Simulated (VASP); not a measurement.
CuI (Marshite), 2 atoms in the cell. Symmetry: F-43m, No. 216, cubic system. The conventional cell has a = 6.063 Å, b = 6.063 Å, c = 6.063 Å, α = 90.00°, β = 90.00°, γ = 90.00°. Within 3.5 Å of I (site symmetry -43m) lie 4 Cu at 2.63 Å. Within 3.5 Å of Cu (site symmetry -43m) lie 4 I at 2.63 Å. 

```yaml
Program: VASP 6.6.1
Task: single point
Functional: PBEsol
Potentials_or_basis: VASP PAW PBE potentials, release 64 (I, Cu)
Cutoff: 520 eV
k_mesh: 8 × 8 × 8
Occupations: gaussian, width 0.02 eV
Spin: no spin polarisation
Dipole_correction: no
Further_INCAR_settings: ALGO = Normal; EDIFF = 1e-07; NBANDS = 16
```

Potentials or basis: VASP PAW PBE potentials, release 64 (I, Cu).

Launch:

```sh
$ cat potpaw_PBE.64/I/POTCAR potpaw_PBE.64/Cu/POTCAR > POTCAR
$ mpirun -np 1 vasp_std > vasp.out
```

Hardware: 1 thread of Intel(R) Xeon(R) 6975P-C (Granite Rapids), with other jobs on the host.

Q: How long does it take, and how much memory?

A: It took 17 s on 1 thread of Intel(R) Xeon(R) 6975P-C (Granite Rapids), with other jobs on the host, peak memory 0.18 GiB. Counts: scf iterations 17, k points 29.
